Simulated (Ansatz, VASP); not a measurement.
One calculation of KTaO3, two programs

```
K Ta O
1.0
     3.98830    0.00000    0.00000
     0.00000    3.98830    0.00000
     0.00000    0.00000    3.98830
K Ta O
1 1 3
Direct
  0.50000 0.50000 0.50000
  0.00000 0.00000 0.00000
  0.50000 0.00000 0.00000
  0.00000 0.50000 0.00000
  0.00000 0.00000 0.50000
```

Alike in both runs: task electric field gradients; functional r2SCAN; k mesh 5 × 5 × 5; occupations fermi-dirac, width 0.02 eV; no spin polarisation.

|  | VASP | Ansatz |
| --- | --- | --- |
| version | VASP 6.6.1 | Ansatz 0.2.0 |
| potentials or method | VASP PAW PBE potentials, release 64 (K_sv, Ta_pv, O) | plane-wave PAW, scalar-relativistic |
| plane-wave cutoff (eV) | 520 | 500 |
| valence electrons in the cell | 38 | 40 |

VASP gave:

* gap on the k mesh at the Fermi level (eV): 2.71
* pressure (GPa): 1.2
* size of Vzz on the site where it differs most (V/Å²): 23.2

Task: Which values does Ansatz return?

Result: gap on the k mesh at the Fermi level (eV): 2.74; pressure (GPa): 0.3; size of Vzz on the site where it differs most (V/Å²): 24.8.

VASP's potentials were made for PBE, not for r2SCAN. VASP's potentials hold 38 valence electrons a cell and Ansatz's 40, so a difference there can come from the potentials and not from the codes.

Spin-orbit coupling is off throughout.
